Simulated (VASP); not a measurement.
**GaSb3: single point with LDA**

Crystal: GaSb3.

```
Sb Ga
1.0
     0.00000    3.70556    3.70556
     3.70556    0.00000    3.70556
     3.70556    3.70556    0.00000
Sb Ga
3 1
Cartesian
  3.7056 3.7056 3.7056
  5.5583 5.5583 5.5583
  1.8528 1.8528 1.8528
  0.0000 0.0000 0.0000
```

This cell differs from its parent crystal: volume scaled by 0.98.

```
Program             : VASP 6.6.1
Task                : single point
Functional          : LDA
Potentials or basis : VASP PAW LDA potentials, release 64 (Sb, Ga_d)
Cutoff              : 520 eV
k mesh              : 6 × 6 × 6
Occupations         : fermi-dirac, width 0.05 eV
Spin                : no spin polarisation
```

* Pressure: -3.6 GPa
* Band gap on the k mesh: zero (band 14 reaches 8.83 eV, above the bottom of band 15 at 5.13 eV)

Levels at points of the mesh, in eV from the Fermi level:
```tsv
k point	band 11	band 12	band 13	band 14	band 15	band 16	band 17	band 18
(0.00, 0.00, 0.00)	-2.71	-2.71	-2.55	-2.55	-2.55	-0.85	-0.85	-0.85
(0.50, 0.00, 0.00)	-3.71	-2.77	-2.77	-0.52	-0.15	1.96	1.96	2.86
(0.50, 0.50, 0.00)	-5.36	0.52	0.83	0.95	0.95	1.77	1.77	1.94
```

Run time: 36 s on 1 thread of Intel Xeon 6975P-C, with other jobs on the host, peak memory 0.21 GiB.

Caveat: spin-orbit coupling is left out, which moves the levels of the heavy elements.
